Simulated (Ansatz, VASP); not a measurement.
Two plane-wave programs on Ba

Contents of INCAR:

```
SYSTEM = Ba
ALGO = Normal ; EDIFF = 1E-6
ENCUT = 520 ; GGA = PE
ISIF = 2 ; ISMEAR = -1
LASPH = .True. ; LCHARG = .False.
LREAL = .False. ; LWAVE = .False.
NBANDS = 11 ; NELM = 80
PREC = Accurate ; SIGMA = 0.05
```

KPOINTS

```
k-points
0
Gamma
  4 4 4
  0 0 0
```

POSCAR

```
Ba
1.0
   -2.5065000000      2.5065000000      2.5065000000
    2.5065000000     -2.5065000000      2.5065000000
    2.5065000000      2.5065000000     -2.5065000000
Ba
1
Direct
    0.0000000000      0.0000000000      0.0000000000
```

The input input.yaml:

```yaml
crystal:
  lattice:
    - [-2.5065, 2.5065, 2.5065]
    - [2.5065, -2.5065, 2.5065]
    - [2.5065, 2.5065, -2.5065]
  atoms:
    - { symbol: Ba, position: [0.0, 0.0, 0.0] }
hamiltonian:
  xc: pbe
  pseudopotentials: { kind: paw }
kpoints:
  mp_grid: { grid: [4, 4, 4] }
  band_path:
    path:
      - [[0.0, 0.0, 0.0], [0.5, -0.5, 0.5], [0.0, 0.0, 0.5], [0.0, 0.0, 0.0], [0.25, 0.25, 0.25], [0.5, -0.5, 0.5]]
      - [[0.25, 0.25, 0.25], [0.0, 0.0, 0.5]]
    npoints: 14
scf:
  occupations: { method: fermi_dirac, width: 0.05 }
  n_extra_bands: 6
output:
  forces: true
  stress: true
  eigenvalues: true
  fatbands: false
```

Alike in both runs: functional PBE; k mesh 4 × 4 × 4; occupations fermi-dirac, width 0.05 eV; no spin polarisation.

|  | VASP | Ansatz |
| --- | --- | --- |
| version | VASP 6.6.1 | Ansatz 0.2.0 |
| potentials or method | VASP PAW PBE potentials, release 64 (Ba_sv) | Ansatz PAW |
| plane-wave cutoff (eV) | 520 | 420 |
| valence electrons in the cell | 10 | 10 |
| task | single point | band structure |

|  | VASP | Ansatz | Ansatz less VASP |
| --- | --- | --- | --- |
| gap on the k mesh at the Fermi level (eV) | none | none | - |
| pressure (GPa) | 0.3 | 0.3 | -0.05 |

A gap of «none» marks a metal or a gap that the smearing closes.

The k mesh is coarse, so the values compare programs but aren't converged. Spin-orbit coupling is off throughout.
